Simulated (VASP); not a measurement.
InP: single point with PBEsol

The system is InP.

```
CELL_PARAMETERS angstrom
5.87852 0.00000 0.00000
0.00000 -5.87852 0.00000
0.00000 0.00000 -5.87852
ATOMIC_POSITIONS crystal
In 0.00000 0.00000 0.00000
In 0.50000 0.50000 0.00000
In 0.50000 0.00000 0.50000
In 0.00000 0.50000 0.50000
P 0.25000 0.25000 0.25000
P 0.75000 0.75000 0.25000
P 0.75000 0.25000 0.75000
P 0.25000 0.75000 0.75000
```

```yaml
Program: VASP 6.6.1
Task: single point
Functional: PBEsol
Potentials_or_basis: VASP PAW PBE potentials, release 64 (In_d, P)
Cutoff: 520 eV
k_mesh: 6 × 6 × 6
Occupations: gaussian, width 0.01 eV
Spin: no spin polarisation
Dipole_correction: no
Further_INCAR_settings: ALGO = Normal; EDIFF = 1e-06; NBANDS = 46
```

```json
{
 "Pressure": "0.0 GPa",
 "Band gap on the k mesh": "0.57 eV"
}
```

Levels at points of the mesh, in eV from the valence-band top:
| k point | band 34 | band 35 | band 36 | band 37 | band 38 | band 39 |
| --- | --- | --- | --- | --- | --- | --- |
| (0.00, 0.00, 0.00) | 0.00 | 0.00 | 0.00 | 0.57 | 1.65 | 1.65 |
| (0.50, 0.00, 0.00) | -1.41 | -1.41 | -1.41 | 2.38 | 2.38 | 3.03 |
| (0.50, 0.50, 0.00) | -1.03 | -1.03 | -1.03 | 2.91 | 2.91 | 2.91 |
| (0.50, 0.50, 0.50) | -0.97 | -0.97 | -0.97 | 1.38 | 1.38 | 1.38 |

It took 100 s on 1 thread of Intel(R) Xeon(R) 6975P-C (Granite Rapids), on a shared host, peak memory 0.4 GiB.

Caveat: the PAW data sets were made with another functional, which shifts forces and pressure a little; spin-orbit coupling is left out, which moves the levels of the heavy elements. A hybrid or GW would open this gap; PBEsol tends to underestimate it.
